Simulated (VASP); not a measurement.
Ti2Al6H: single point with PBE+D3(BJ)

Ti2Al6H, a slab with vacuum:

```xyz
9
Lattice="5.0242 0.0000 0.0000 2.1589 4.5367 0.0000 0.0000 0.0000 21.2187" Properties=species:S:1:pos:R:3 pbc="T T T"
Al    2.5121    0.0000    4.0000
Al    1.0794    2.2684    4.0000
Al    0.0000    0.0000    5.3414
Al    1.0794    2.2684    6.7763
Al    2.5121    0.0000    6.7763
Al    3.5915    2.2684    8.1187
Ti    3.5915    2.2684    5.3414
Ti    0.0000    0.0000    8.0567
H     5.5083    4.5367   10.9187
```

- Program: VASP 6.6.1
- Task: single point
- Functional: PBE
- Dispersion: D3(BJ)
- Potentials or basis: VASP PAW PBE potentials, release 64 (Al, Ti_sv, H)
- Cutoff: 520 eV
- k mesh: 6 × 6 × 1
- Occupations: gaussian, width 0.1 eV
- Spin: no spin polarisation
- Dipole correction: yes
- Further INCAR settings: ALGO = Normal; EDIFF = 1e-07; NBANDS = 32

The largest force is 1.081 eV/Å, the band gap on the k mesh is zero (an odd number of electrons rules out a gap without spin polarisation) and the dispersion energy per atom is -0.226 eV.

Forces in eV/Å, atoms in the order of the input:
```
Al  -0.004  0.028  0.494
Al   0.018 -0.006  0.513
Al   0.013 -0.005 -0.570
Al  -0.012  0.002  0.031
Al   0.021  0.008 -0.125
Al   0.013 -0.106  0.279
Ti   0.013 -0.029 -0.481
Ti  -0.308 -0.021  0.903
H    0.246  0.128 -1.045
```

Levels at points of the mesh, in eV from the Fermi level:
```
           k point  band 19  band 20  band 21  band 22  band 23  band 24
(0.00, 0.00, 0.00)    -1.08    -1.01    -0.45    -0.23    -0.17     0.66
(0.50, 0.00, 0.00)    -0.64    -0.26    -0.11     0.11     0.28     0.78
(0.00, 0.50, 0.00)    -0.53    -0.33    -0.17    -0.07     0.30     0.78
(0.50, 0.50, 0.00)    -0.37    -0.34     0.19     0.33     0.52     0.62
```

Run time: 25 min on 1 thread of Intel Xeon 8259CL, with other jobs on the host, peak memory 0.7 GiB.
